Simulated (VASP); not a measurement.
Here is a VASP 6.6.1 calculation.

File INCAR:

```
ALGO = Normal
EDIFF = 1E-6
ENCUT = 520
GGA = PS
ISIF = 2
ISMEAR = 0
LASPH = True
LCHARG = False
LREAL = False
LWAVE = False
NBANDS = 36
NELM = 100
PREC = Accurate
SIGMA = 0.1
```

The input KPOINTS:

```
k-points
0
Gamma
  12 12 12
```

The input POSCAR:

```
Ge
1.0
    0.0000000000      2.8511133370      4.9366879309
    2.6120665645      0.0000000000      4.9366879309
    2.6120665645      2.8511133370      0.0000000000
Ge
4
Direct
    0.7763173169      0.7763173169      0.2236826831
    0.2236826831      0.2236826831      0.7763173169
    0.2727382667      0.7272617333      0.2727382667
    0.7272617333      0.2727382667      0.7272617333
```

Potentials or basis: VASP PAW PBE potentials, release 64 (Ge_d).

The run is started by

```bash
$ cat potpaw_PBE.64/Ge_d/POTCAR > POTCAR
$ mpirun -np 1 vasp_std > vasp.out
```

(1) Predict the band gap on the k mesh.

(2) Predict the pressure.

Answers

(1) zero (bands 28 and 29 overlap by 3.33 eV).

(2) -0.2 GPa.

Caveat: the PAW data sets were made with another functional, which shifts forces and pressure a little.
